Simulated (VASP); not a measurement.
Write the native input for VASP 6.6.1 that does the following.

```yaml
Task: single point
Functional: r2SCAN
Potentials_or_basis: VASP PAW PBE potentials, release 64 (Mo_sv)
Cutoff: 520 eV
k_mesh: 16 × 16 × 16
Occupations: gaussian, width 0.1 eV
Spin: no spin polarisation
Dipole_correction: no
Further_INCAR_settings: ALGO = Normal; EDIFF = 1e-07; NBANDS = 21
```

Mo:

```
Mo
1.0
     3.11893    0.00000    0.00000
     0.00000    3.11893    0.00000
     0.00000    0.00000    3.27645
Mo
2
Direct
  0.00000 0.00000 0.00000
  0.50000 0.50000 0.50000
```

This cell differs from its parent crystal: uniaxial strain along c: +4.0 %.

The input as run:

POSCAR

```
Mo
1.0
    3.1189259893      0.0000000000      0.0000000000
    0.0000000000      3.1189259893      0.0000000000
    0.0000000000      0.0000000000      3.2764475039
Mo
2
Direct
    0.0000000000      0.0000000000      0.0000000000
    0.5000000000      0.5000000000      0.5000000000
```

INCAR.step1

```
SYSTEM = Mo
PREC = Accurate ; ENCUT = 520
ISMEAR = 0 ; SIGMA = 0.1
LREAL = .FALSE. ; LASPH = .TRUE.
NELM = 60 ; NBANDS = 21
GGA = PE ; ALGO = Normal
EDIFF = 1E-4 ; LWAVE = .TRUE.
LCHARG = .FALSE.
```

INCAR.step2

```
SYSTEM = Mo
PREC = Accurate ; ENCUT = 520
EDIFF = 1E-7 ; ISMEAR = 0
SIGMA = 0.1 ; LREAL = .FALSE.
LASPH = .TRUE. ; NELM = 60
ALGO = Normal ; ISIF = 2
LWAVE = .FALSE. ; LCHARG = .FALSE.
METAGGA = R2SCAN ; LMIXTAU = .TRUE.
NBANDS = 21 ; ISTART = 1
```

KPOINTS

```
regular mesh
0
G
  16 16 16
  0 0 0
```

Potentials or basis: VASP PAW PBE potentials, release 64 (Mo_sv).

Run with:

```bash
$ cat potpaw_PBE.64/Mo_sv/POTCAR > POTCAR
$ cp INCAR.step1 INCAR
$ mpirun -np 1 vasp_std > vasp.out
$ cp INCAR.step2 INCAR
$ mpirun -np 1 vasp_std > vasp.out
```

Results of the run:

- Pressure: -3.5 GPa
- Band gap on the k mesh: zero (bands 14 and 15 overlap by 2.58 eV)

Caveat: the cell differs from its parent crystal (uniaxial strain along c: +4.0 %); the cell stands under tension; the PAW data sets were made with another functional, which shifts forces and pressure a little.

It took 6 min on 1 thread of Intel(R) Xeon(R) Platinum 8488C (Sapphire Rapids), with other jobs on the host, peak memory 0.31 GiB.
